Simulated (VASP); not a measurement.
The system is Cd2S.

```xyz
3
Lattice="3.9361 0.0000 0.0000 -1.9680 3.4087 0.0000 0.0000 0.0000 5.7702" Properties=species:S:1:pos:R:3 pbc="T T T"
Cd    0.0000    2.2725    5.3820
Cd    1.9680    1.1362    3.3394
S     0.0000    2.2725    2.1102
```

Base run:

- Program: VASP 6.6.1
- Functional: PBEsol
- Potentials or basis: VASP PAW PBE potentials, release 64 (Cd, S)
- Cutoff: 520 eV
- k mesh: 8 × 8 × 5
- Occupations: fermi-dirac, width 0.05 eV
- Spin: no spin polarisation

Its results: band gap on the k mesh 0.21 eV, indirect (least direct gap 0.57 eV); pressure -1.9 GPa; largest force 0.079 eV/Å.

**Question.** The run is repeated on the same cell with these changes: functional from PBEsol to PBE. What comes out?

**Answer.** Band gap on the k mesh 0.22 eV, indirect (least direct gap 0.57 eV); pressure 1.1 GPa; largest force 0.023 eV/Å.

PBE binds less tightly than PBEsol, so the same cell stands under more pressure.

Caveats: the PAW data sets were made with another functional, which shifts forces and pressure a little (some runs).

A k mesh can miss the band edges.
